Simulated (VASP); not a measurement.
Here is a VASP 6.6.1 calculation.

Contents of INCAR:

```
PREC = Accurate ; ENCUT = 520
EDIFF = 1E-6 ; ISMEAR = 0
SIGMA = 0.02 ; LREAL = F
LASPH = T ; NELM = 100
ALGO = Normal ; ISIF = 2
LWAVE = F ; LCHARG = F
GGA = CA ; NBANDS = 16
```

File KPOINTS:

```
regular mesh
0
Gamma
  12 12 6
```

File POSCAR:

```
Si
1.0
    3.6308865828      0.0000000000      0.0000000000
   -1.8154432914      3.1444400190      0.0000000000
    0.0000000000      0.0000000000      6.4125313049
Si
4
Direct
    0.3333333333      0.6666666667      0.0679939373
    0.6666666667      0.3333333333      0.5679939373
    0.3333333333      0.6666666667      0.4320060627
    0.6666666667      0.3333333333      0.9320060627
```

Potentials or basis: VASP PAW LDA potentials, release 64 (Si).

The run is started by

```sh
$ cat potpaw_LDA.64/Si/POTCAR > POTCAR
$ mpirun -np 1 vasp_std > vasp.out
```

Task: Estimate the largest force.

Result: 0.003 eV/Å.

Task: Predict the pressure.

Result: 7.9 GPa.

Task: Estimate the band gap on the k mesh.

Result: Zero (bands 8 and 9 overlap by 0.09 eV).

Forces on the atoms (eV/Å):
```
Si   0.000  0.000  0.003
Si   0.000  0.000  0.003
Si   0.000  0.000 -0.003
Si   0.000  0.000 -0.003
```

Caveat: the cell differs from its parent crystal (biaxial strain in the a-b plane: -4.5 %, then relaxed in part); the stress differs along the axes, from 0 to 12 GPa; semilocal functionals underestimate gaps, and a narrow one can read as zero.
